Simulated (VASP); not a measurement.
# GaN in VASP: notebook

Runs on GaN. Level: PBEsol. Tasks: electric field gradients.

Program: VASP 6.6.1. These are calculated values, not measurements. Logs are shortened: lines on timing, memory, paths and dates and some standing lists are left out, and cuts for length are marked.

### 1 The cell of the first run

The structure is tetragonal, space group I4/mmm (No. 139). The conventional cell has a = 2.874 Å, b = 2.874 Å, c = 3.985 Å, α = 90.00°, β = 90.00°, γ = 90.00°. Within 2.6 Å of Ga (site symmetry 4/mmm) lie 6 N at 1.99 to 2.03 Å. N (site symmetry 4/mmm) has 6 Ga at 1.99 to 2.03 Å within 2.6 Å.

### 2 Electric field gradients, PBEsol (equal xx and yy strain of +2 %)

INCAR reads:

```
SYSTEM = GaN
PREC = Accurate ; ENCUT = 520
EDIFF = 1E-8 ; ISMEAR = -1
SIGMA = 0.02 ; LREAL = .FALSE.
LASPH = .TRUE. ; NELM = 100
ALGO = Normal ; ISIF = 2
LWAVE = .FALSE. ; LCHARG = .FALSE.
GGA = PS ; LEFG = .TRUE.
NBANDS = 16
```

KPOINTS reads:

```
Automatic mesh
0
G
  10 10 10
  0 0 0
```

POSCAR reads:

```
GaN
1.0
    0.0000000000      2.0323500000      1.9925000000
    2.0323500000      0.0000000000      1.9925000000
    2.0323500000      2.0323500000      0.0000000000
Ga N
1 1
Direct
    0.5000000000      0.5000000000      0.5000000000
    0.0000000000      0.0000000000      0.0000000000
```

Potentials or basis: VASP PAW PBE potentials, release 64 (Ga_d, N).

Run with:

```
$ cat potpaw_PBE.64/Ga_d/POTCAR potpaw_PBE.64/N/POTCAR > POTCAR
$ mpirun -np 1 vasp_std > vasp.out
```

OUTCAR:

```text
SYSTEM = GaN
   PREC = Accurate
   ENCUT = 520
   EDIFF = 1E-8
   ISMEAR = -1
   LREAL = .FALSE.
   LASPH = .TRUE.
   NELM = 100
   ISIF = 2
   GGA = PS

 ion  position               nearest neighbor table
   1  0.500  0.500  0.500-   2 1.99   2 1.99   2 2.03   2 2.03   2 2.03   2 2.03
   2  0.000  0.000  0.000-   1 1.99   1 1.99   1 2.03   1 2.03   1 2.03   1 2.03

  LATTYP: Found a body centered tetragonal cell.
 ALAT       =     2.8741769335
 C/A-ratio  =     1.3864838847

  Lattice vectors:

 A1 = (   0.0000000000,  -2.0323500000,  -1.9925000000)
 A2 = (   0.0000000000,   2.0323500000,  -1.9925000000)
 A3 = (   2.0323500000,   0.0000000000,   1.9925000000)

Analysis of symmetry for initial positions (statically):
=====================================================================
 Subroutine PRICEL returns:
 Original cell was already a primitive cell.

 Routine SETGRP: Setting up the symmetry group for a
 body centered tetragonal supercell.

 Subroutine GETGRP returns: Found 16 space group operations
 (whereof 16 operations were pure point group operations)
 out of a pool of 16 trial point group operations.

The static configuration has the point symmetry D_4h.

Analysis of symmetry for dynamics (positions and initial velocities):
=====================================================================
 Subroutine PRICEL returns:
 Original cell was already a primitive cell.

 Routine SETGRP: Setting up the symmetry group for a
 body centered tetragonal supercell.

 Subroutine GETGRP returns: Found 16 space group operations
 (whereof 16 operations were pure point group operations)
 out of a pool of 16 trial point group operations.

The dynamic configuration has the point symmetry D_4h.

 Subroutine INISYM returns: Found 16 space group operations
 (whereof 16 operations are pure point group operations),
 and found     1 'primitive' translations

----------------------------------------------------------------------------------------

                                     Primitive cell

  volume of cell :      16.4598

  direct lattice vectors                    reciprocal lattice vectors
     0.000000000  2.032350000  1.992500000    -0.246020617  0.246020617  0.250941029
     2.032350000  0.000000000  1.992500000     0.246020617 -0.246020617  0.250941029
     2.032350000  2.032350000  0.000000000     0.246020617  0.246020617 -0.250941029

  length of vectors
     2.846138221  2.846138221  2.874176933     0.428979822  0.428979822  0.428979822

  position of ions in fractional coordinates (direct lattice)
     0.500000000  0.500000000  0.500000000
     0.000000000  0.000000000  0.000000000

  ion indices of the primitive-cell ions
   primitive index   ion index
                 1           1
                 2           2

----------------------------------------------------------------------------------------

 KPOINTS: Automatic mesh

Automatic generation of k-mesh.
 Grid dimensions read from file:
 generate k-points for:   10   10   10

 Generating k-lattice:

  Cartesian coordinates                     Fractional coordinates (reciprocal lattice)
    -0.024602062  0.024602062  0.025094103     0.100000000  0.000000000  0.000000000
     0.024602062 -0.024602062  0.025094103     0.000000000  0.100000000  0.000000000
     0.024602062  0.024602062 -0.025094103    -0.000000000 -0.000000000  0.100000000

  Length of vectors
     0.042897982  0.042897982  0.042897982

  Shift w.r.t. Gamma in fractional coordinates (k-lattice)
     0.000000000  0.000000000  0.000000000

 Subroutine IBZKPT returns following result:
 ===========================================

 Found    102 irreducible k-points:

 Following reciprocal coordinates:
            Coordinates               Weight
  0.000000  0.000000  0.000000      1.000000
  0.100000 -0.000000  0.000000      8.000000
  0.200000 -0.000000  0.000000      8.000000
  0.300000 -0.000000  0.000000      8.000000
  0.400000 -0.000000  0.000000      8.000000
  0.500000  0.000000  0.000000      4.000000
[... 16 lines left out ...]
  0.300000  0.300000  0.000000      2.000000
  0.400000  0.300000  0.000000      8.000000
 [... further k-points ...]
   k-points           NKPTS =    102   k-points in BZ     NKDIM =    102   number of bands    NBANDS=     16
   number of dos      NEDOS =    301   number of ions     NIONS =      2
   total plane-waves  NPLWV =  13824
   dimension x,y,z NGX =    24 NGY =   24 NGZ =   24
   dimension x,y,z NGXF=    48 NGYF=   48 NGZF=   48
   ions per type =               1   1
   NGX,Y,Z   is equivalent  to a cutoff of  14.02, 14.02, 13.88 a.u.
   NGXF,Y,Z  is equivalent  to a cutoff of  28.04, 28.04, 27.76 a.u.
 SYSTEM =  GaN
   PREC   = accura    normal or accurate (medium, high low for compatibility)
   ISTART =      0    job   : 0-new  1-cont  2-samecut
   ICHARG =      2    charge: 1-file 2-atom 10-const
   ISPIN  =      1    spin polarized calculation?
   LNONCOLLINEAR =      F non collinear calculations
   LSORBIT =      F    spin-orbit coupling
   LASPH  =      T    aspherical Exc in radial PAW
   ENCUT  =  520.0 eV  38.22 Ry    6.18 a.u.   5.29  5.29  5.34*2*pi/ulx,y,z
   NELM   =    100;   NELMIN=  2; NELMDL= -5     # of ELM steps
   EDIFF  = 0.1E-07   stopping-criterion for ELM
   LREAL  =      F    real-space projection
   EDIFFG = 0.1E-06   stopping-criterion for IOM
   NSW    =      0    number of steps for IOM
   IBRION =     -1    ionic relax: 0-MD 1-quasi-New 2-CG
   NFREE  =      0    steps in history (QN), initial steepest desc. (CG)
   ISIF   =      2    stress and relaxation
   ISYM   =      2    0-nonsym 1-usesym 2-fastsym
   POTIM  = 0.5000    time-step for ionic-motion
   TEBEG  =    0.0;   TEEND  =   0.0 temperature during run
   PSTRESS=    0.0 pullay stress
   NELECT =      18.0000    total number of electrons
   NUPDOWN=      -1.0000    fix difference up-down
   EMIN   =  10.00;   EMAX   =-10.00  energy-range for DOS
   EFERMI =   0.00;   METHOD = LEGACY
   ISMEAR =    -1;   SIGMA  =   0.02  broadening in eV -4-tet -1-fermi 0-gaus
   EFERMI_NEDOS =   21; number of points for ismear=-14 and -15
   IALGO  =     38    algorithm
   IMIX   =      4    mixing-type and parameters
     AMIX     =   0.40;   BMIX     =  1.00
     AMIX_MAG =   1.60;   BMIX_MAG =  1.00
  volume/ion in A,a.u.               =       8.23        55.54
  Fermi-wavevector in a.u.,A,eV,Ry     =   1.686646  3.187298 38.705501  2.844774
  Thomas-Fermi vector in A             =   2.769273
   LORBIT       =      0    0 simple, 1 ext, 2 COOP (PROOUT), +10 PAW based schemes
   GGA     = PS    functional components
   LHFCALC =     F    Hartree Fock is set to
   AEXX    =    0.0000 exact exchange contribution
   IVDW    =     0    specifies the selected vdW correction
   LEPSILON=     F    determine dielectric tensor
   LRPA    =     F    only Hartree local field effects (RPA)
 non-spin polarized calculation
  energy-cutoff  :      520.00
  volume of cell :       16.46
 maximum number of plane-waves:       457
 NGX is ok and might be reduce to    24
   NGX = 11   NGY = 11   NGZ = 11

 number of electron      18.0000006 magnetization

 Free energy of the ion-electron system (eV)
  ---------------------------------------------------
  ext. energy  EPLUGINS =         0.00000000
  ---------------------------------------------------
  free energy    TOTEN  =       -11.97819475 eV

  energy without entropy =      -11.97819475  energy(sigma->0) =      -11.97819475

 E-fermi :  10.0812     XC(G=0): -14.0862

 val. band max:        9.6154064937   @ k =  -0.2000   0.0000   0.2000
 cond. band min:      10.8729258081   @ k =   0.5000   0.5000   0.0000
 fundamental gap:      1.2575193144
 Fermi energy:        10.0811533844

 k-point     1 :       0.0000    0.0000    0.0000
  band No.  band energies     occupation
      1      -9.2003      2.00000
      2      -4.3360      2.00000
      3      -4.3360      2.00000
      4      -4.3157      2.00000
      5      -4.2073      2.00000
      6      -4.1738      2.00000
[... 8 lines left out ...]
     15      27.0774      0.00000
     16      27.0774      0.00000

 k-point     2 :       0.1000   -0.0000    0.0000
  band No.  band energies     occupation
      1      -8.9756      2.00000
      2      -4.3465      2.00000
      3      -4.3241      2.00000
      4      -4.3073      2.00000
      5      -4.2247      2.00000
      6      -4.1983      2.00000
[... 8 lines left out ...]
     15      26.7647      0.00000
     16      27.2814      0.00000
[... 387 lines left out ...]
      5      -4.0912      2.00000
      6      -4.0324      2.00000
[... 8 lines left out ...]
     15      34.9222      0.00000
     16      37.7879      0.00000

 k-point    24 :       0.4000    0.3000    0.0000
  band No.  band energies     occupation
      1      -6.8321      2.00000
      2      -4.5427      2.00000
      3      -4.1487      2.00000
      4      -4.0940      2.00000
      5      -3.9839      2.00000
      6      -3.3174      2.00000
[... 8 lines left out ...]
     15      35.9420      0.00000
     16      38.2563      0.00000

 [... further k-points ...]
[... 5 lines left out ...]
  --------------------------------------------------------------------------------------
  -------------------------------------------------------------------------------------
  Total        4.0607434      4.0607434      4.9030069      0.0000000      0.0000000     -0.0000000
  in kB      395.2672236    395.2672236    477.2520052      0.0000000      0.0000000     -0.0000000
  external PRESSURE =     422.5954841 kB  Pullay stress =       0.0000000 kB

 VOLUME and BASIS-vectors are now :
 -----------------------------------------------------------------------------
  energy-cutoff  :      520.00
  volume of cell :       16.46
      direct lattice vectors                 reciprocal lattice vectors
     0.000000000  2.032350000  1.992500000    -0.246020617  0.246020617  0.250941029
     2.032350000  0.000000000  1.992500000     0.246020617 -0.246020617  0.250941029
     2.032350000  2.032350000  0.000000000     0.246020617  0.246020617 -0.250941029

 POSITION                                       TOTAL-FORCE (eV/Angst)
 -----------------------------------------------------------------------------------
      2.03235      2.03235      1.99250         0.000000     -0.000000      0.000000
      0.00000      0.00000      0.00000        -0.000000      0.000000     -0.000000
 -----------------------------------------------------------------------------------
    total drift:                                0.000000     -0.000000      0.000000

  FREE ENERGIE OF THE ION-ELECTRON SYSTEM (eV)
  ---------------------------------------------------
  free  energy   TOTEN  =       -11.9781947471 eV

  energy  without entropy=      -11.9781947471  energy(sigma->0) =      -11.97819475

 Electric field gradients (V/A^2)
---------------------------------------------------------------------
 ion       V_xx      V_yy      V_zz      V_xy      V_xz      V_yz
---------------------------------------------------------------------
   1       9.694     9.694   -19.388     0.000    -0.001    -0.001
   2      -0.355    -0.355     0.711    -0.000    -0.000    -0.000
---------------------------------------------------------------------

 Electric field gradients after diagonalization (V/A^2)
 (convention: |V_zz| > |V_xx| > |V_yy|)
----------------------------------------------------------------------
 ion       V_xx      V_yy      V_zz     asymmetry (V_yy - V_xx)/ V_zz
----------------------------------------------------------------------
   1       9.694     9.694   -19.388       0.000
   2      -0.356    -0.355     0.711       0.001
----------------------------------------------------------------------

           NMR quadrupolar parameters

 Cq : quadrupolar parameter    Cq=e*Q*V_zz/h
 eta: asymmetry parameters     (V_yy - V_xx)/ V_zz
 Q  : nuclear electric quadrupole moment in mb (millibarn)
----------------------------------------------------------------------
 ion       Cq(MHz)       eta       Q (mb)
----------------------------------------------------------------------
   1      -0.047       0.000       1.000
   2       0.002       0.001       1.000
----------------------------------------------------------------------
```

Run time: 16 s. Hardware: 1 thread of Intel Xeon Platinum 8488C (Sapphire Rapids), shared host; peak memory 0.15 GiB.

What came out:

- Free energy: -11.9782 eV
- Pressure: 42.3 GPa
- Band gap on the k mesh: 1.26 eV, indirect (least direct gap 4.56 eV)

Stress tensor (GPa, compression positive):
```
39.53  0.00  0.00
 0.00 39.53  0.00
 0.00  0.00 47.73
```

Electric field gradients, principal values (V/Å²):
```
atom   least  middle  greatest (by size)
1 Ga   9.694   9.694             -19.388
 2 N  -0.355  -0.356               0.711
```

Caveat: the cell differs from its parent crystal (equal xx and yy strain of +2 %); without QUAD_EFG the Cq values of the log hold for a quadrupole moment of 1 mb, not for the nuclei; the PAW data sets were made with another functional, which shifts forces and pressure a little. A k mesh can miss the band edges.

### 3 Electric field gradients, PBEsol (equal xy, yz and zx shear strains of +2 %)

INCAR reads:

```
PREC     = Accurate       # precision mode
ENCUT    = 520            # plane-wave cutoff, eV
EDIFF    = 1E-8           # SCF threshold, eV
ISMEAR   = -1             # smearing method
SIGMA    = 0.02           # smearing width, eV
LREAL    = False          # projectors in reciprocal space
LASPH    = True           # aspherical terms in the spheres
NELM     = 100            # most SCF steps
ALGO     = Normal         # electronic algorithm
ISIF     = 2              # what is computed and relaxed
LWAVE    = False          # write WAVECAR
LCHARG   = False          # write CHGCAR
GGA      = PS             # functional
LEFG     = True         
NBANDS   = 16             # bands
```

KPOINTS reads:

```
Automatic mesh
0
Gamma
  10 10 10
```

POSCAR reads:

```
GaN
1.0
    0.0398500000      2.0124250000      2.0124250000
    2.0124250000      0.0398500000      2.0124250000
    2.0124250000      2.0124250000      0.0398500000
Ga N
1 1
Direct
    0.5000000000      0.5000000000      0.5000000000
    0.0000000000      0.0000000000      0.0000000000
```

Potentials or basis: VASP PAW PBE potentials, release 64 (Ga_d, N).

Run with:

```
$ cat potpaw_PBE.64/Ga_d/POTCAR potpaw_PBE.64/N/POTCAR > POTCAR
$ mpirun -np 1 vasp_std > vasp.out
```

OUTCAR:

```text
PREC = Accurate
   ENCUT = 520
   EDIFF = 1E-8
   ISMEAR = -1
   LREAL = False
   LASPH = True
   NELM = 100
   ISIF = 2
   GGA = PS

 ion  position               nearest neighbor table
   1  0.500  0.500  0.500-   2 1.99   2 1.99   2 1.99   2 1.99   2 1.99   2 1.99
   2  0.000  0.000  0.000-   1 1.99   1 1.99   1 1.99   1 1.99   1 1.99   1 1.99

  LATTYP: Found a trigonal (rhomboedric) cell.
 ALAT       =     2.8462777067
 COS(alpha) =     0.5197000882

  Lattice vectors:

 A1 = (   0.0398500000,   2.0124250000,   2.0124250000)
 A2 = (   2.0124250000,   0.0398500000,   2.0124250000)
 A3 = (   2.0124250000,   2.0124250000,   0.0398500000)

Analysis of symmetry for initial positions (statically):
=====================================================================
 Subroutine PRICEL returns:
 Original cell was already a primitive cell.

 Routine SETGRP: Setting up the symmetry group for a
 trigonal (rhombohedral) supercell.
[... 645 lines left out ...]
  volume of cell :       15.82
      direct lattice vectors                 reciprocal lattice vectors
     0.039850000  2.012425000  2.012425000    -0.255960843  0.250990730  0.250990730
     2.012425000  0.039850000  2.012425000     0.250990730 -0.255960843  0.250990730
     2.012425000  2.012425000  0.039850000     0.250990730  0.250990730 -0.255960843

 POSITION                                       TOTAL-FORCE (eV/Angst)
 -----------------------------------------------------------------------------------
      2.03235      2.03235      2.03235        -0.000000      0.000000      0.000000
      0.00000      0.00000      0.00000         0.000000     -0.000000     -0.000000
 -----------------------------------------------------------------------------------
    total drift:                                0.000000     -0.000000      0.000000

  FREE ENERGIE OF THE ION-ELECTRON SYSTEM (eV)
  ---------------------------------------------------
  free  energy   TOTEN  =       -11.7640349882 eV

  energy  without entropy=      -11.7640349882  energy(sigma->0) =      -11.76403499

 Electric field gradients (V/A^2)
---------------------------------------------------------------------
 ion       V_xx      V_yy      V_zz      V_xy      V_xz      V_yz
---------------------------------------------------------------------
   1      -0.000    -0.000     0.000    -2.076    -2.076    -2.076
   2      -0.000    -0.000    -0.000     4.879     4.879     4.879
---------------------------------------------------------------------

 Electric field gradients after diagonalization (V/A^2)
 (convention: |V_zz| > |V_xx| > |V_yy|)
----------------------------------------------------------------------
 ion       V_xx      V_yy      V_zz     asymmetry (V_yy - V_xx)/ V_zz
----------------------------------------------------------------------
   1       2.076     2.076    -4.152       0.000
   2      -4.879    -4.879     9.757       0.000
----------------------------------------------------------------------

           NMR quadrupolar parameters

 Cq : quadrupolar parameter    Cq=e*Q*V_zz/h
 eta: asymmetry parameters     (V_yy - V_xx)/ V_zz
 Q  : nuclear electric quadrupole moment in mb (millibarn)
----------------------------------------------------------------------
 ion       Cq(MHz)       eta       Q (mb)
----------------------------------------------------------------------
   1      -0.010       0.000       1.000
   2       0.024       0.000       1.000
----------------------------------------------------------------------
```

stdout:

```text
POSCAR found type information on POSCAR GaN
 POSCAR found :  2 types and       2 ions
 scaLAPACK will be used
 -----------------------------------------------------------------------------
|                                                                             |
|                                                                             |
|     You enforced a specific xc type in the INCAR file but a different       |
|     I HOPE YOU KNOW WHAT YOU ARE DOING!                                     |
|                                                                             |
 -----------------------------------------------------------------------------

 LDA part: xc-table for (Slater+PW92), standard interpolation
 POSCAR, INCAR and KPOINTS ok, starting setup
 FFT: planning ... GRIDC
 FFT: planning ... GRID_SOFT
 FFT: planning ... GRID
 WAVECAR not read
 entering main loop
ion   1

ion   2
```

Run time: 19 s. Hardware: 1 thread of Intel Xeon Platinum 8488C (Sapphire Rapids), shared host; peak memory 0.15 GiB.

Results:

- Free energy: -11.7640 eV
- Pressure: 59.6 GPa
- Band gap on the k mesh: 1.61 eV, indirect (least direct gap 5.03 eV)

Electric field gradients, principal values (V/Å²):
```tsv
atom	least	middle	greatest (by size)
1 Ga	2.076	2.076	-4.152
2 N	-4.879	-4.879	9.757
```

Caveat: the cell differs from its parent crystal (equal xy, yz and zx shear strains of +2 %); without QUAD_EFG the Cq values of the log hold for a quadrupole moment of 1 mb, not for the nuclei; the PAW data sets were made with another functional, which shifts forces and pressure a little.
